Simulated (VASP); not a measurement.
Zn, 2 atoms in the cell. It takes space group P6_3/mmc (No. 194, hexagonal). The conventional cell has a = 2.688 Å, b = 2.688 Å, c = 4.999 Å, α = 90.00°, β = 90.00°, γ = 120.00°. Zn (site symmetry -6m2) has 12 Zn at 2.69 to 2.94 Å within 3.5 Å. 

* Program: VASP 6.6.1
* Task: single point
* Functional: PBE
* Potentials or basis: VASP PAW PBE potentials, release 64 (Zn)
* Cutoff: 520 eV
* k mesh: 14 × 14 × 7
* Occupations: methfessel-paxton, width 0.05 eV
* Spin: no spin polarisation
* Dipole correction: no
* Further INCAR settings: ALGO = Normal; EDIFF = 1e-07; NBANDS = 19

Potentials or basis: VASP PAW PBE potentials, release 64 (Zn).

The run is started by

```bash
$ cat potpaw_PBE.64/Zn/POTCAR > POTCAR
$ mpirun -np 1 vasp_std > vasp.out
```

Hardware: 1 thread of Intel(R) Xeon(R) 6975P-C (Granite Rapids) (shared host).

How long does it take, and how much memory?

Wall time 19 s on 1 thread of Intel(R) Xeon(R) 6975P-C (Granite Rapids), on a shared host, peak memory 0.17 GiB. Counts: scf iterations 13, k points 96.
